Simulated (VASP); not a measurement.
Here is a VASP 6.6.1 calculation.

File INCAR:

```
SYSTEM = TaN
PREC = Accurate
ENCUT = 700
EDIFF = 1E-6
ISMEAR = 0
SIGMA = 0.15
LREAL = .FALSE.
LASPH = .TRUE.
NELM = 120
ALGO = Normal
ISIF = 2
LWAVE = .FALSE.
LCHARG = .TRUE.
GGA = PS
LELF = .TRUE.
LVHAR = .TRUE.
NBANDS = 16
GGA_COMPAT = .FALSE.
```

Contents of KPOINTS:

```
regular mesh
0
G
  21 21 18
  0 0 0
```

POSCAR

```
TaN
1.0
    2.8462493896      0.0000000000      0.0000000000
   -1.4231246948      2.4649242769      0.0000000000
    0.0000000000      0.0000000000      2.9085822513
Ta N
1 1
Direct
    0.3333333333      0.6666666667      0.5000000000
    0.0000000000      0.0000000000      0.0000000000
```

Potentials or basis: VASP PAW PBE potentials, release 64 (Ta_sv_GW, N).

Run with:

```sh
$ cat potpaw_PBE.64/Ta_sv_GW/POTCAR potpaw_PBE.64/N/POTCAR > POTCAR
$ mpirun -np 1 vasp_std > vasp.out
```

(1) Predict the pressure.

(2) Estimate the band gap on the k mesh.

Results:

(1) 15.4 GPa.

(2) zero (bands 9 and 10 overlap by 0.42 eV).

Caveat: the stress differs along the axes, from -2 to 24 GPa; the PAW data sets were made with another functional, which shifts forces and pressure a little; spin-orbit coupling is left out, which moves the levels of the heavy elements.
